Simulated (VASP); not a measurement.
CsSnI3, 5 atoms in the cell. The structure is trigonal, space group R3m (No. 160). The conventional cell has a = 8.585 Å, b = 8.585 Å, c = 10.897 Å, α = 90.00°, β = 90.00°, γ = 120.00°. I (site symmetry m) has 2 Sn at 2.83 to 3.34 Å within 3.7 Å. Within 5.8 Å of Cs (site symmetry 3m) lie 12 I at 4.29 to 4.43 Å and 8 Sn at 5.13 to 5.77 Å. Sn (site symmetry 3m) has 6 I at 2.83 to 3.34 Å within 3.7 Å. 

* Program: VASP 6.6.1
* Task: relaxation of cell and atoms
* Functional: PBEsol
* Potentials or basis: VASP PAW PBE potentials, release 64 (I, Cs_sv, Sn_d)
* Cutoff: 600 eV
* k mesh: 3 × 3 × 3
* Occupations: fermi-dirac, width 0.1 eV
* Spin: no spin polarisation
* Dipole correction: no
* Further INCAR settings: ALGO = Normal; EDIFF = 1e-07; IBRION = 2; EDIFFG = -0.01; NSW = 60; ISIF = 3

Potentials or basis: VASP PAW PBE potentials, release 64 (I, Cs_sv, Sn_d).

Run with:

```console
$ cat potpaw_PBE.64/I/POTCAR potpaw_PBE.64/Cs_sv/POTCAR potpaw_PBE.64/Sn_d/POTCAR > POTCAR
$ mpirun -np 1 vasp_std > vasp.out
```

Hardware: 1 thread of Intel(R) Xeon(R) 6975P-C (Granite Rapids) (shared host).

Problem. Estimate the wall time of this run.

Solution. Run time: 4.6 min on 1 thread of Intel(R) Xeon(R) 6975P-C (Granite Rapids) (shared host), peak memory 0.4 GiB. Counts: scf iterations 137, k points 6, ion steps 15.
